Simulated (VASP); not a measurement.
Wanted: the native input for a VASP 6.6.1 run.

- Task: single point
- Functional: PBE
- Potentials or basis: VASP PAW PBE potentials, release 64 (Mg, Cd, Se)
- Cutoff: 520 eV
- k mesh: 6 × 6 × 1
- Occupations: gaussian, width 0.1 eV
- Spin: no spin polarisation
- Dipole correction: no
- Further INCAR settings: ALGO = Normal; EDIFF = 1e-06; NBANDS = 46

The structure of Mg2CdSe3 lies in POSCAR:

```
Mg2CdSe3
1.0
    4.3015126614     -0.0000897813     -0.0006069533
   -2.1508336691      3.7244401362     -0.0006462517
   -0.0029379585     -0.0053537768     20.8727366678
Mg Cd Se
4 2 6
Direct
    0.6661494724      0.3324789328      0.1674753254
    0.6665364315      0.3329803203      0.8302360505
    0.3334944066      0.6671052974      0.3302387153
    0.3337006005      0.6671621741      0.6674301142
    0.6672867601      0.3341809404      0.5009159910
    0.3331922584      0.6664842983      0.0009812023
    0.6667418939      0.3337042770      0.2919558746
    0.6669298744      0.3337863241      0.6293271610
    0.6663726963      0.3330306815      0.9550333246
    0.3326863438      0.6655948521      0.1293798358
    0.3337983102      0.6673256276      0.4550813834
    0.3331109520      0.6661662744      0.7919470220
```

One way to write it, as run:

INCAR

```
SYSTEM = Mg2CdSe3
PREC = Accurate
ENCUT = 520
EDIFF = 1E-6
ISMEAR = 0
SIGMA = 0.1
LREAL = .False.
LASPH = .True.
NELM = 60
ALGO = Normal
ISIF = 2
LWAVE = .False.
LCHARG = .False.
GGA = PE
NBANDS = 46
```

KPOINTS

```
Automatic mesh
0
Gamma
  6 6 1
  0 0 0
```

Potentials or basis: VASP PAW PBE potentials, release 64 (Mg, Cd, Se).

Launch:

```bash
$ cat potpaw_PBE.64/Mg/POTCAR potpaw_PBE.64/Cd/POTCAR potpaw_PBE.64/Se/POTCAR > POTCAR
$ mpirun -np 1 vasp_std > vasp.out
```

It gave:

* Pressure: 0.1 GPa
* Largest force: 0.041 eV/Å
* Band gap on the k mesh: 1.54 eV, direct

Run time: 3.3 min on 1 thread of AMD EPYC 9R45 96-Core Processor (Zen 5), with other jobs on the host, peak memory 0.52 GiB.
